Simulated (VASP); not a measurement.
Al, 2 atoms in the cell. The cell holds a sublattice, 2 atoms: a = 4.171 Å, b = 4.171 Å, c = 4.171 Å, α = 60.00°, β = 60.00°, γ = 60.00°. 

* Program: VASP 6.6.1
* Task: single point
* Functional: PBE
* Potentials or basis: VASP PAW PBE potentials, release 64 (Al)
* Cutoff: 400 eV
* k mesh: 10 × 10 × 10
* Occupations: gaussian, width 0.1 eV
* Spin: no spin polarisation
* Dipole correction: no
* Further INCAR settings: ALGO = Normal; EDIFF = 1e-06; NBANDS = 10

Potentials or basis: VASP PAW PBE potentials, release 64 (Al).

Run with:

```sh
$ cat potpaw_PBE.64/Al/POTCAR > POTCAR
$ mpirun -np 1 vasp_std > vasp.out
```

Hardware: 1 thread of AMD EPYC 9R45 96-Core Processor (Zen 5), on a shared host.

Question: How long does it take, and how much memory?

Answer: Wall time 7.8 s on 1 thread of AMD EPYC 9R45 96-Core Processor (Zen 5), with other jobs on the host, peak memory 0.12 GiB. Counts: scf iterations 10, k points 47.
